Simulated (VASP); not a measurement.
Input of a VASP 6.6.1 run:

File INCAR:

```
SYSTEM = Ge
PREC = Accurate
ENCUT = 600
EDIFF = 1E-6
ISMEAR = 0
SIGMA = 0.1
LREAL = .FALSE.
LASPH = .TRUE.
NELM = 100
ALGO = Normal
ISIF = 3
LWAVE = .FALSE.
LCHARG = .FALSE.
GGA = PE
IBRION = 2
NSW = 70
EDIFFG = -0.008
PSTRESS = 250.0
```

Contents of KPOINTS:

```
Automatic mesh
0
G
  14 14 14
  0 0 0
```

POSCAR

```
Ge
1.0
    0.0000000000      2.6733893975      2.6733893975
    2.6733893975      0.0000000000      2.6733893975
    2.6733893975      2.6733893975      0.0000000000
Ge
2
Direct
    0.5000000000      0.5000000000      0.5000000000
    0.7500000000      0.7500000000      0.7500000000
```

Potentials or basis: VASP PAW PBE potentials, release 64 (Ge_d).

Run with:

```bash
$ cat potpaw_PBE.64/Ge_d/POTCAR > POTCAR
$ mpirun -np 1 vasp_std > vasp.out
```

Problem. Estimate the relaxed cell.

Solution. a = 3.759 Å, b = 3.759 Å, c = 3.759 Å, α = 60.00°, β = 60.00°, γ = 60.00°.

Problem. What does it give for the band gap on the k mesh?

Solution. 0.26 eV, indirect (least direct gap 1.86 eV).

Problem. Predict the relaxed volume.

Solution. 18.78 Å³/atom.

Problem. What does it give for the space group after relaxing (to 0.05 Å)?

Solution. Fd-3m (No. 227).

Step by step:
```tsv
step	energy change (eV)	largest force (eV/Å)	pressure (GPa)	volume (Å³)
1	0.0000	0.0000	22.46	38.21
2	0.2677	0.0000	29.87	36.57
3	0.0894	0.0000	25.20	37.61
4	0.0828	0.0000	24.70	37.65
5	0.0868	0.0000	24.65	37.63
6	0.0910	0.0000	24.72	37.60
7	0.1038	0.0000	25.40	37.52
8	0.0963	0.0000	25.06	37.57
```

Caveat: the cell is relaxed towards a set pressure, so the enthalpy falls and the energy may rise. A k mesh can miss the band edges.
